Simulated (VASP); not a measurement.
# VOs (P-6m2) in VASP: a series of runs

VOs is run at these levels: LDA; tasks: single point.

All numbers are computed with VASP 6.6.1; they aren't measurements. Logs are shortened: lines on timing, memory, paths and dates and some standing lists are left out, and cuts for length are marked.

**1. The cell of the first run**

Symmetry: P-6m2, No. 187, hexagonal system. Conventional cell: a = 2.763 Å, b = 2.763 Å, c = 4.258 Å, α = 90.00°, β = 90.00°, γ = 120.00°. Within 3.5 Å of V (site symmetry -6m2) lie 6 Os at 2.66 Å and 6 V at 2.76 Å. Within 3.5 Å of Os (site symmetry -6m2) lie 6 V at 2.66 Å and 6 Os at 2.76 Å.

**2. Single point, LDA, collinear spin, ferromagnetic start**

INCAR reads:

```
  PREC = Accurate
  ENCUT = 520
  EDIFF = 1E-7
  ISMEAR = -1
  SIGMA = 0.1
  LREAL = F
  LASPH = T
  NELM = 150
  ALGO = Normal
  ISIF = 2
  LWAVE = F
  LCHARG = F
  ISPIN = 2
  MAGMOM = 1.11 0.15
  LORBIT = 11
  NUPDOWN = 1.4
  LMAXMIX = 4
  GGA = CA
  NBANDS = 22
```

KPOINTS reads:

```
regular mesh
0
Gamma
  11 11 7
```

POSCAR reads:

```
VOs
1.0
    2.7634120100      0.0000000000      0.0000000000
   -1.3817060000      2.3931850000      0.0000000000
    0.0000000000      0.0000000000      4.2580210000
V Os
1 1
Direct
    0.6666666687      0.3333333278      0.0000000000
    0.0000000000      0.0000000000      0.5000000000
```

Potentials or basis: VASP PAW LDA potentials, release 64 (V_sv, Os).

Command:

```console
cat potpaw_LDA.64/V_sv/POTCAR potpaw_LDA.64/Os/POTCAR > POTCAR
mpirun -np 1 vasp_std > vasp.out
```

OUTCAR:

```text
PREC = Accurate
   ENCUT = 520
   EDIFF = 1E-7
   ISMEAR = -1
   LREAL = F
   LASPH = T
   NELM = 150
   ISIF = 2
   ISPIN = 2
   LORBIT = 11
   NUPDOWN = 1.4
   GGA = CA

 ion  position               nearest neighbor table
   1  0.667  0.333  0.000-   2 2.66   2 2.66   2 2.66   2 2.66   2 2.66   2 2.66
   2  0.000  0.000  0.500-   1 2.66   1 2.66   1 2.66   1 2.66   1 2.66   1 2.66

  LATTYP: Found a hexagonal cell.
 ALAT       =     2.7634120100
 C/A-ratio  =     1.5408563705

  Lattice vectors:

 A1 = (   2.7634120100,   0.0000000000,   0.0000000000)
 A2 = (  -1.3817060000,   2.3931850000,   0.0000000000)
 A3 = (   0.0000000000,   0.0000000000,   4.2580210000)

Analysis of symmetry for initial positions (statically):
=====================================================================
 Subroutine PRICEL returns:
 Original cell was already a primitive cell.

 Routine SETGRP: Setting up the symmetry group for a
 hexagonal supercell.

 Subroutine GETGRP returns: Found 12 space group operations
 (whereof 12 operations were pure point group operations)
 out of a pool of 24 trial point group operations.

The static configuration has the point symmetry D_3h.

Analysis of symmetry for dynamics (positions and initial velocities):
=====================================================================
 Subroutine PRICEL returns:
 Original cell was already a primitive cell.

 Routine SETGRP: Setting up the symmetry group for a
 hexagonal supercell.

 Subroutine GETGRP returns: Found 12 space group operations
 (whereof 12 operations were pure point group operations)
 out of a pool of 24 trial point group operations.

The dynamic configuration has the point symmetry D_3h.

Analysis of structural, dynamic, and magnetic symmetry:
=====================================================================
 Subroutine PRICEL returns:
 Original cell was already a primitive cell.

 Routine SETGRP: Setting up the symmetry group for a
 hexagonal supercell.

 Subroutine GETGRP returns: Found 12 space group operations
 (whereof 12 operations were pure point group operations)
 out of a pool of 24 trial point group operations.

The overall configuration has the point symmetry D_3h.

 Subroutine INISYM returns: Found 12 space group operations
 (whereof 12 operations are pure point group operations),
 and found     1 'primitive' translations

[... 108 lines left out ...]
   EFERMI =   0.00;   METHOD = LEGACY
   ISMEAR =    -1;   SIGMA  =   0.10  broadening in eV -4-tet -1-fermi 0-gaus
   EFERMI_NEDOS =   21; number of points for ismear=-14 and -15
   IALGO  =     38    algorithm
   IMIX   =      4    mixing-type and parameters
     AMIX     =   0.40;   BMIX     =  1.00
     AMIX_MAG =   1.60;   BMIX_MAG =  1.00
  volume/ion in A,a.u.               =      14.08        95.02
  Fermi-wavevector in a.u.,A,eV,Ry     =   1.484584  2.805456 29.987088  2.203989
  Thomas-Fermi vector in A             =   2.598102
   LORBIT       =     11    0 simple, 1 ext, 2 COOP (PROOUT), +10 PAW based schemes
   GGA     = CA    functional components
   LHFCALC =     F    Hartree Fock is set to
   AEXX    =    0.0000 exact exchange contribution
   IVDW    =     0    specifies the selected vdW correction
   LEPSILON=     F    determine dielectric tensor
   LRPA    =     F    only Hartree local field effects (RPA)
 spin polarized calculation
  energy-cutoff  :      520.00
  volume of cell :       28.16
 maximum number of plane-waves:       769
 NGX is ok and might be reduce to    24
   NGX = 11   NGY = 11   NGZ = 15

 number of electron      20.9999997 magnetization       1.4000031

 Free energy of the ion-electron system (eV)
  ---------------------------------------------------
  ext. energy  EPLUGINS =         0.00000000
  ---------------------------------------------------
  free energy    TOTEN  =       -22.46087524 eV

  energy without entropy =      -22.38389316  energy(sigma->0) =      -22.42238420

 E-fermi :   8.8556     XC(G=0): -13.5566

 val. band max:        9.2080831907   @ k =   0.3636   0.0909   0.2857
 cond. band min:       8.8689322344   @ k =   0.0909   0.0000   0.1429
 fundamental gap:     -0.3391509563
 Fermi energy:         9.2442415562

 spin component 1

 k-point     1 :       0.0000    0.0000    0.0000
  band No.  band energies     occupation
      1     -54.6636      1.00000
      2     -28.9247      1.00000
      3     -28.6437      1.00000
      4     -28.6437      1.00000
      5       0.0604      1.00000
      6       3.5123      1.00000
[... 589 lines left out ...]
     21      27.8273      0.00000
     22      29.7119      0.00000

 [... further k-points ...]

 spin component 2

 k-point     1 :       0.0000    0.0000    0.0000
  band No.  band energies     occupation
      1     -53.7667      1.00000
      2     -28.0973      1.00000
      3     -27.7338      1.00000
      4     -27.7338      1.00000
      5       0.3147      1.00000
      6       3.8454      1.00000
[... 589 lines left out ...]
     21      28.1397      0.00000
     22      29.9866      0.00000

 [... further k-points ...]
[... 5 lines left out ...]
  --------------------------------------------------------------------------------------
  -------------------------------------------------------------------------------------
  Total       -2.0870722     -2.0870722     -2.6284608     -0.0000000      0.0000000      0.0000000
  in kB     -118.7458233   -118.7458231   -149.5486109     -0.0000002      0.0000000      0.0000000
  external PRESSURE =    -129.0134191 kB  Pullay stress =       0.0000000 kB

 VOLUME and BASIS-vectors are now :
 -----------------------------------------------------------------------------
  energy-cutoff  :      520.00
  volume of cell :       28.16
      direct lattice vectors                 reciprocal lattice vectors
     2.763412010  0.000000000  0.000000000     0.361871482  0.208926597  0.000000000
    -1.381706000  2.393185000  0.000000000     0.000000000  0.417853196  0.000000000
     0.000000000  0.000000000  4.258021000     0.000000000  0.000000000  0.234850885

 POSITION                                       TOTAL-FORCE (eV/Angst)
 -----------------------------------------------------------------------------------
      1.38171      0.79773      0.00000        -0.000000      0.000000      0.000000
      0.00000      0.00000      2.12901         0.000000      0.000000      0.000000
 -----------------------------------------------------------------------------------
    total drift:                               -0.000023      0.000023     -0.000000

  FREE ENERGIE OF THE ION-ELECTRON SYSTEM (eV)
  ---------------------------------------------------
  free  energy   TOTEN  =       -22.4608752361 eV

  energy  without entropy=      -22.3838931589  energy(sigma->0) =      -22.42238420

 total charge

# of ion       s       p       d       tot
------------------------------------------
    1        2.321   6.234   3.072  11.627
    2        0.685   0.652   6.230   7.567
--------------------------------------------------
tot          3.006   6.886   9.302  19.194

 magnetization (x)

# of ion       s       p       d       tot
------------------------------------------
    1        0.013   0.041   0.972   1.026
    2        0.000   0.066   0.132   0.198
--------------------------------------------------
tot          0.013   0.106   1.105   1.224
```

OSZICAR:

```text
N       E                     dE             d eps       ncg     rms          rms(c)
DAV:   1     0.207988362319E+03    0.20799E+03   -0.11624E+04  5648   0.101E+03
DAV:   2    -0.178032018737E+02   -0.22579E+03   -0.21484E+03  5818   0.345E+02
DAV:   3    -0.246116998249E+02   -0.68085E+01   -0.67267E+01  6598   0.660E+01
DAV:   4    -0.246513106338E+02   -0.39611E-01   -0.39604E-01  6160   0.534E+00
DAV:   5    -0.246516074120E+02   -0.29678E-03   -0.29678E-03  6706   0.444E-01    0.263E+01
DAV:   6    -0.241682141410E+02    0.48339E+00   -0.16972E+01  6244   0.284E+01    0.159E+01
DAV:   7    -0.235133762569E+02    0.65484E+00   -0.26770E+01  6440   0.282E+01    0.897E+00
DAV:   8    -0.224844475059E+02    0.10289E+01   -0.32089E+00  6346   0.105E+01    0.203E+00
DAV:   9    -0.224637194508E+02    0.20728E-01   -0.15011E-01  6372   0.202E+00    0.105E+00
DAV:  10    -0.224621643733E+02    0.15551E-02   -0.53105E-03  5950   0.668E-01    0.399E-01
DAV:  11    -0.224610510857E+02    0.11133E-02   -0.68810E-03  6496   0.556E-01    0.216E-01
DAV:  12    -0.224608781298E+02    0.17296E-03   -0.48214E-04  5986   0.141E-01    0.932E-02
DAV:  13    -0.224608756532E+02    0.24766E-05   -0.28546E-05  6556   0.304E-02    0.254E-02
DAV:  14    -0.224608751663E+02    0.48682E-06   -0.28411E-06  6388   0.134E-02    0.521E-03
DAV:  15    -0.224608752361E+02   -0.69773E-07   -0.32745E-07  6026   0.448E-03
   1 F= -.22460875E+02 E0= -.22422384E+02  d E =-.769821E-01  mag=     1.4000
```

stdout:

```text
POSCAR found type information on POSCAR V Os
 POSCAR found :  2 types and       2 ions
 scaLAPACK will be used
 LDA part: xc-table for (Slater(with rela. corr.)+CA(PZ))
 , standard interpolation
 POSCAR, INCAR and KPOINTS ok, starting setup
 FFT: planning ... GRIDC
 FFT: planning ... GRID_SOFT
 FFT: planning ... GRID
 WAVECAR not read
 entering main loop
```

Wall time 47 s (1 thread of Intel Xeon Platinum 8488C (Sapphire Rapids), shared host); peak memory 0.19 GiB.

What came out:

```yaml
Free_energy: -22.4609 eV
Pressure: -12.9 GPa
Net_moment: 1.40 μB per cell
Site_moments: V +1.03; Os +0.20 μB
Valence_electrons_inside_the_program's_atomic_spheres: V 11.63; Os 7.57
```

Caveat: spin-orbit coupling is left out, which moves the levels of the heavy elements; the total moment is fixed, so each spin has its own Fermi level.

**3. Single point, LDA, collinear spin, ferromagnetic start**

INCAR reads:

```
PREC     = Accurate       # precision mode
ENCUT    = 520            # plane-wave cutoff, eV
EDIFF    = 1E-7           # SCF threshold, eV
ISMEAR   = -1             # smearing method
SIGMA    = 0.1            # smearing width, eV
LREAL    = False          # projectors in reciprocal space
LASPH    = True           # aspherical terms in the spheres
NELM     = 150            # most SCF steps
ALGO     = Normal         # electronic algorithm
ISIF     = 2              # what is computed and relaxed
LWAVE    = False          # write WAVECAR
LCHARG   = False          # write CHGCAR
ISPIN    = 2              # spin polarisation
MAGMOM   = 1.38 0.23      # initial moments
LORBIT   = 11             # projections on sites
NUPDOWN  = 1.8            # fixed moment
LMAXMIX  = 4              # l up to which the mixer works
NBANDS   = 22             # bands
```

KPOINTS reads:

```
Automatic mesh
0
Gamma
  11 11 7
```

POSCAR is that of step 2.

Potentials or basis: VASP PAW LDA potentials, release 64 (V_sv, Os).

Command:

```console
cat potpaw_LDA.64/V_sv/POTCAR potpaw_LDA.64/Os/POTCAR > POTCAR
mpirun -np 1 vasp_std > vasp.out
```

It took 68 s on 1 thread of Intel Xeon Platinum 8488C (Sapphire Rapids), shared host; peak memory 0.19 GiB.

Results (log left out):

```
Free energy                                           : -22.3596 eV
Pressure                                              : -11.3 GPa
Net moment                                            : 1.80 μB per cell
Site moments                                          : V +1.28; Os +0.30 μB
Valence electrons inside the program's atomic spheres : V 11.63; Os 7.56
```

Stress tensor (GPa, compression positive):
```
-10.11   0.00   0.00
  0.00 -10.11   0.00
  0.00   0.00 -13.66
```

Caveat: spin-orbit coupling is left out, which moves the levels of the heavy elements; the total moment is fixed, so each spin has its own Fermi level.
